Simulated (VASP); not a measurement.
## C: single point with r2SCAN

Crystal: C.

```
C
1.0
     2.45625    0.00000    0.00000
     0.00000    4.25292    0.00000
     0.00000    0.00000    7.04440
C
8
Direct
  0.50000 0.41664 0.75011
  0.50000 0.91664 0.24989
  0.50000 0.58336 0.24989
  0.50000 0.08336 0.75011
  0.00000 0.91664 0.75011
  0.00000 0.41664 0.24989
  0.00000 0.08336 0.24989
  0.00000 0.58336 0.75011
```

This cell differs from its parent crystal: strain along c alone, the other axes held: -1.0 %, then relaxed in part.

```
Program             : VASP 6.6.1
Task                : single point
Functional          : r2SCAN
Potentials or basis : VASP PAW PBE potentials, release 64 (C)
Cutoff              : 520 eV
k mesh              : 14 × 8 × 6
Occupations         : gaussian, width 0.1 eV
Spin                : no spin polarisation
```

- Pressure: 0.7 GPa
- Band gap on the k mesh: zero (band 16 reaches 4.19 eV, above the bottom of band 17 at 4.15 eV)

Stress tensor (GPa, compression positive):
```
1.13 0.00 0.00
0.00 0.86 0.00
0.00 0.00 0.17
```

Levels at points of the mesh, in eV from the Fermi level:
```csv
k point,band 14,band 15,band 16,band 17,band 18,band 19
"(0.00, 0.00, 0.00)",-3.11,-2.97,-1.84,1.25,2.57,4.10
"(0.50, 0.00, 0.00)",-3.39,-2.26,-2.26,2.68,2.68,3.63
"(0.00, 0.50, 0.00)",-5.29,-5.26,-5.26,6.01,6.01,7.66
"(0.50, 0.50, 0.00)",-2.51,-2.51,-2.51,2.02,2.02,2.02
"(0.00, 0.00, 0.50)",-3.12,-2.44,-2.44,1.85,1.85,6.50
"(0.50, 0.00, 0.50)",-2.86,-2.86,-2.86,3.13,3.13,3.13
"(0.00, 0.50, 0.50)",-5.28,-5.28,-5.28,7.79,7.79,7.79
"(0.50, 0.50, 0.50)",-2.45,-2.45,-2.45,1.86,1.86,1.86
```

Run time: 24 min on 1 thread of Oxide Virtual Turin-like Processor, on a shared host, peak memory 0.28 GiB.

Caveat: the cell differs from its parent crystal (strain along c alone, the other axes held: -1.0 %, then relaxed in part); the PAW data sets were made with another functional, which shifts forces and pressure a little.
